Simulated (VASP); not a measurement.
# Co (P6_3/mmc) in VASP: further runs

The runs below take Co through single point, with PBE.

Everything below comes from runs of VASP 6.6.1. Logs are shortened: lines on timing, memory, paths and dates and some standing lists are left out, and cuts for length are marked.

## (1) The cell of the first run

It takes space group P6_3/mmc (No. 194, hexagonal). The conventional cell has a = 2.458 Å, b = 2.458 Å, c = 3.961 Å, α = 90.00°, β = 90.00°, γ = 120.00°. Within 3.2 Å of Co (site symmetry -6m2) lie 12 Co at 2.44 to 2.46 Å.

## (2) Single point, PBE

Contents of INCAR:

```
  ALGO = Normal
  EDIFF = 1E-6
  ENCUT = 520
  GGA = PE
  ISIF = 2
  ISMEAR = -1
  LASPH = T
  LCHARG = F
  LREAL = F
  LWAVE = F
  NBANDS = 16
  NELM = 60
  PREC = Accurate
  SIGMA = 0.1
```

Contents of KPOINTS:

```
k-points
0
Gamma
  12 12 7
```

Contents of POSCAR:

```
Co
1.0
    2.4583936733      0.0000000000      0.0000000000
   -1.2291968366      2.1290313736      0.0000000000
    0.0000000000      0.0000000000      3.9606917934
Co
2
Direct
    0.3333333333      0.6666666667      0.2500000000
    0.6666666667      0.3333333333      0.7500000000
```

Potentials or basis: VASP PAW PBE potentials, release 64 (Co).

On the command line:

```
> cat potpaw_PBE.64/Co/POTCAR > POTCAR
> mpirun -np 1 vasp_std > vasp.out
```

OUTCAR:

```text
EDIFF = 1E-6
   ENCUT = 520
   GGA = PE
   ISIF = 2
   ISMEAR = -1
   LASPH = T
   LREAL = F
   NELM = 60
   PREC = Accurate

 ion  position               nearest neighbor table
   1  0.333  0.667  0.250-   2 2.44   2 2.44   2 2.44   2 2.44   2 2.44   2 2.44
   2  0.667  0.333  0.750-   1 2.44   1 2.44   1 2.44   1 2.44   1 2.44   1 2.44

  LATTYP: Found a hexagonal cell.
 ALAT       =     2.4583936733
 C/A-ratio  =     1.6110893208

  Lattice vectors:

 A1 = (   2.4583936733,   0.0000000000,   0.0000000000)
 A2 = (  -1.2291968366,   2.1290313736,   0.0000000000)
 A3 = (   0.0000000000,   0.0000000000,   3.9606917934)

Analysis of symmetry for initial positions (statically):
=====================================================================
 Subroutine PRICEL returns:
 Original cell was already a primitive cell.

 Routine SETGRP: Setting up the symmetry group for a
 hexagonal supercell.

 Subroutine GETGRP returns: Found 24 space group operations
 (whereof 12 operations were pure point group operations)
 out of a pool of 24 trial point group operations.

The static configuration has the point symmetry D_3d.
 The point group associated with its full space group is D_6h.

Analysis of symmetry for dynamics (positions and initial velocities):
=====================================================================
 Subroutine PRICEL returns:
 Original cell was already a primitive cell.

 Routine SETGRP: Setting up the symmetry group for a
 hexagonal supercell.

 Subroutine GETGRP returns: Found 24 space group operations
 (whereof 12 operations were pure point group operations)
 out of a pool of 24 trial point group operations.

The dynamic configuration has the point symmetry D_3d.
 The point group associated with its full space group is D_6h.

 Subroutine INISYM returns: Found 24 space group operations
 (whereof 12 operations are pure point group operations),
 and found     1 'primitive' translations

----------------------------------------------------------------------------------------

                                     Primitive cell

  volume of cell :      20.7302

  direct lattice vectors                    reciprocal lattice vectors
     2.458393673  0.000000000  0.000000000     0.406769677  0.234848582  0.000000000
    -1.229196837  2.129031374  0.000000000     0.000000000  0.469697165  0.000000000
     0.000000000  0.000000000  3.960691793     0.000000000  0.000000000  0.252481145

  length of vectors
     2.458393673  2.458393673  3.960691793     0.469697165  0.469697165  0.252481145

  position of ions in fractional coordinates (direct lattice)
     0.333333333  0.666666667  0.250000000
     0.666666667  0.333333333  0.750000000

  ion indices of the primitive-cell ions
   primitive index   ion index
                 1           1
                 2           2

----------------------------------------------------------------------------------------

 KPOINTS: k-points

Automatic generation of k-mesh.
 Grid dimensions read from file:
 generate k-points for:   12   12    7

 Generating k-lattice:

  Cartesian coordinates                     Fractional coordinates (reciprocal lattice)
     0.033897473  0.019570715  0.000000000     0.083333333  0.000000000  0.000000000
     0.000000000  0.039141430  0.000000000     0.000000000  0.083333333  0.000000000
     0.000000000  0.000000000  0.036068735     0.000000000  0.000000000  0.142857143

  Length of vectors
     0.039141430  0.039141430  0.036068735

  Shift w.r.t. Gamma in fractional coordinates (k-lattice)
     0.000000000  0.000000000  0.000000000

 Subroutine IBZKPT returns following result:
 ===========================================

 Found     76 irreducible k-points:

 Following reciprocal coordinates:
            Coordinates               Weight
  0.000000  0.000000  0.000000      1.000000
  0.083333  0.000000  0.000000      6.000000
  0.166667 -0.000000  0.000000      6.000000
  0.250000 -0.000000  0.000000      6.000000
  0.333333  0.000000  0.000000      6.000000
  0.416667 -0.000000  0.000000      6.000000
[... 16 lines left out ...]
  0.250000 -0.000000  0.142857     12.000000
  0.333333  0.000000  0.142857     12.000000
 [... further k-points ...]
   k-points           NKPTS =     76   k-points in BZ     NKDIM =     76   number of bands    NBANDS=     16
   number of dos      NEDOS =    301   number of ions     NIONS =      2
   total plane-waves  NPLWV =   9720
   dimension x,y,z NGX =    18 NGY =   18 NGZ =   30
   dimension x,y,z NGXF=    36 NGYF=   36 NGZF=   60
   ions per type =               2
   NGX,Y,Z   is equivalent  to a cutoff of  12.17, 12.17, 12.59 a.u.
   NGXF,Y,Z  is equivalent  to a cutoff of  24.34, 24.34, 25.18 a.u.
 SYSTEM =  unknown system
   PREC   = accura    normal or accurate (medium, high low for compatibility)
   ISTART =      0    job   : 0-new  1-cont  2-samecut
   ICHARG =      2    charge: 1-file 2-atom 10-const
   ISPIN  =      1    spin polarized calculation?
   LNONCOLLINEAR =      F non collinear calculations
   LSORBIT =      F    spin-orbit coupling
   LASPH  =      T    aspherical Exc in radial PAW
   ENCUT  =  520.0 eV  38.22 Ry    6.18 a.u.   4.57  4.57  7.36*2*pi/ulx,y,z
   NELM   =     60;   NELMIN=  2; NELMDL= -5     # of ELM steps
   EDIFF  = 0.1E-05   stopping-criterion for ELM
   LREAL  =      F    real-space projection
   EDIFFG = 0.1E-04   stopping-criterion for IOM
   NSW    =      0    number of steps for IOM
   IBRION =     -1    ionic relax: 0-MD 1-quasi-New 2-CG
   NFREE  =      0    steps in history (QN), initial steepest desc. (CG)
   ISIF   =      2    stress and relaxation
   ISYM   =      2    0-nonsym 1-usesym 2-fastsym
   POTIM  = 0.5000    time-step for ionic-motion
   TEBEG  =    0.0;   TEEND  =   0.0 temperature during run
   PSTRESS=    0.0 pullay stress
   NELECT =      18.0000    total number of electrons
   NUPDOWN=      -1.0000    fix difference up-down
   EMIN   =  10.00;   EMAX   =-10.00  energy-range for DOS
   EFERMI =   0.00;   METHOD = LEGACY
   ISMEAR =    -1;   SIGMA  =   0.10  broadening in eV -4-tet -1-fermi 0-gaus
   EFERMI_NEDOS =   21; number of points for ismear=-14 and -15
   IALGO  =     38    algorithm
   IMIX   =      4    mixing-type and parameters
     AMIX     =   0.40;   BMIX     =  1.00
     AMIX_MAG =   1.60;   BMIX_MAG =  1.00
  volume/ion in A,a.u.               =      10.37        69.95
  Fermi-wavevector in a.u.,A,eV,Ry     =   1.561819  2.951411 33.188418  2.439280
  Thomas-Fermi vector in A             =   2.664829
   LORBIT       =      0    0 simple, 1 ext, 2 COOP (PROOUT), +10 PAW based schemes
   GGA     = PE    functional components
   LHFCALC =     F    Hartree Fock is set to
   AEXX    =    0.0000 exact exchange contribution
   IVDW    =     0    specifies the selected vdW correction
   LEPSILON=     F    determine dielectric tensor
   LRPA    =     F    only Hartree local field effects (RPA)
 non-spin polarized calculation
  energy-cutoff  :      520.00
  volume of cell :       20.73
 maximum number of plane-waves:       576
   NGX =  9   NGY =  9   NGZ = 15

 number of electron      17.9999975 magnetization

 Free energy of the ion-electron system (eV)
  ---------------------------------------------------
  ext. energy  EPLUGINS =         0.00000000
  ---------------------------------------------------
  free energy    TOTEN  =       -13.72990054 eV

  energy without entropy =      -13.55089493  energy(sigma->0) =      -13.64039773

 E-fermi :  10.8505     XC(G=0): -13.6923

 val. band max:       10.8480925985   @ k =   0.1667   0.1667   0.4286
 cond. band min:      10.8572932492   @ k =   0.1667   0.0833   0.4286
 fundamental gap:      0.0092006507
 Fermi energy:        10.8504854346

 k-point     1 :       0.0000    0.0000    0.0000
  band No.  band energies     occupation
      1       1.7299      2.00000
      2       5.9914      2.00000
      3       8.9595      2.00000
      4       8.9814      2.00000
      5       8.9814      2.00000
      6       9.3461      2.00000
[... 8 lines left out ...]
     15      36.3753      0.00000
     16      36.4280      0.00000

 k-point     2 :       0.0833    0.0000    0.0000
  band No.  band energies     occupation
      1       1.9815      2.00000
      2       6.1510      2.00000
      3       8.7067      2.00000
      4       9.1071      2.00000
      5       9.1852      2.00000
      6       9.2896      2.00000
[... 8 lines left out ...]
     15      33.9317      0.00000
     16      34.1573      0.00000

 k-point     3 :       0.1667   -0.0000    0.0000
  band No.  band energies     occupation
      1       2.7103      2.00000
      2       6.5512      2.00000
      3       8.3784      2.00000
      4       8.5631      2.00000
      5       9.0855      2.00000
      6       9.4357      2.00000
[... 8 lines left out ...]
     15      31.6789      0.00000
     16      32.9642      0.00000

 k-point     4 :       0.2500   -0.0000    0.0000
  band No.  band energies     occupation
      1       3.8215      2.00000
      2       6.8997      2.00000
      3       7.7853      2.00000
      4       8.1372      2.00000
      5       8.9631      2.00000
      6       9.1962      2.00000
[... 8 lines left out ...]
     15      29.5157      0.00000
     16      31.5332      0.00000
[... 324 lines left out ...]
 k-point    22 :       0.1667   -0.0000    0.1429
  band No.  band energies     occupation
      1       2.9096      2.00000
      2       6.5232      2.00000
      3       8.3265      2.00000
      4       8.4070      2.00000
      5       8.9949      2.00000
      6       9.2622      2.00000
[... 8 lines left out ...]
     15      31.9225      0.00000
     16      32.5645      0.00000

 k-point    23 :       0.2500   -0.0000    0.1429
  band No.  band energies     occupation
      1       3.9912      2.00000
      2       6.9214      2.00000
      3       7.6551      2.00000
      4       8.1830      2.00000
      5       8.8321      2.00000
      6       9.2257      2.00000
[... 8 lines left out ...]
     15      29.7972      0.00000
     16      30.0516      0.00000

 k-point    24 :       0.3333    0.0000    0.1429
  band No.  band energies     occupation
      1       5.1769      2.00000
      2       6.8771      2.00000
      3       7.2402      2.00000
      4       8.0968      2.00000
      5       8.9693      2.00000
      6       9.0570      2.00000
[... 8 lines left out ...]
     15      27.1127      0.00000
     16      28.0982      0.00000

 [... further k-points ...]
[... 5 lines left out ...]
  --------------------------------------------------------------------------------------
  -------------------------------------------------------------------------------------
  Total       -0.0662778     -0.0662778     -0.0726075     -0.0000000      0.0000000      0.0000000
  in kB       -5.1224113     -5.1224113     -5.6116100     -0.0000000      0.0000000      0.0000000
  external PRESSURE =      -5.2854775 kB  Pullay stress =       0.0000000 kB

 VOLUME and BASIS-vectors are now :
 -----------------------------------------------------------------------------
  energy-cutoff  :      520.00
  volume of cell :       20.73
      direct lattice vectors                 reciprocal lattice vectors
     2.458393673  0.000000000  0.000000000     0.406769677  0.234848582  0.000000000
    -1.229196837  2.129031374  0.000000000     0.000000000  0.469697165  0.000000000
     0.000000000  0.000000000  3.960691793     0.000000000  0.000000000  0.252481145

 POSITION                                       TOTAL-FORCE (eV/Angst)
 -----------------------------------------------------------------------------------
     -0.00000      1.41935      0.99017         0.000000     -0.000000      0.000000
      1.22920      0.70968      2.97052        -0.000000      0.000000      0.000000
 -----------------------------------------------------------------------------------
    total drift:                               -0.000000     -0.000000     -0.000000

  FREE ENERGIE OF THE ION-ELECTRON SYSTEM (eV)
  ---------------------------------------------------
  free  energy   TOTEN  =       -13.7299005388 eV

  energy  without entropy=      -13.5508949304  energy(sigma->0) =      -13.64039773
```

Wall time 25 s (1 thread of Intel Xeon 8259CL, shared host); peak memory 0.14 GiB.

Results:

| Property | Result |
| --- | --- |
| Free energy | -13.7299 eV |
| Pressure | -0.5 GPa |
| Band gap on the k mesh | zero (band 9 reaches 11.23 eV, above the bottom of band 10 at 9.73 eV) |

Levels at points of the mesh, in eV from the Fermi level:
```csv
k point,band 5,band 6,band 7,band 8,band 9,band 10,band 11,band 12,band 13,band 14
"(0.00, 0.00, 0.00)",-1.87,-1.50,-1.50,-1.13,-1.13,-0.03,0.11,0.11,7.31,22.25
"(0.50, 0.00, 0.00)",-2.07,-1.85,-1.46,0.26,0.38,0.43,1.98,4.01,10.31,11.02
```

Caveat: the run has no spin polarisation, though such a crystal can be magnetic.

(Continued in part 2 of 2.)
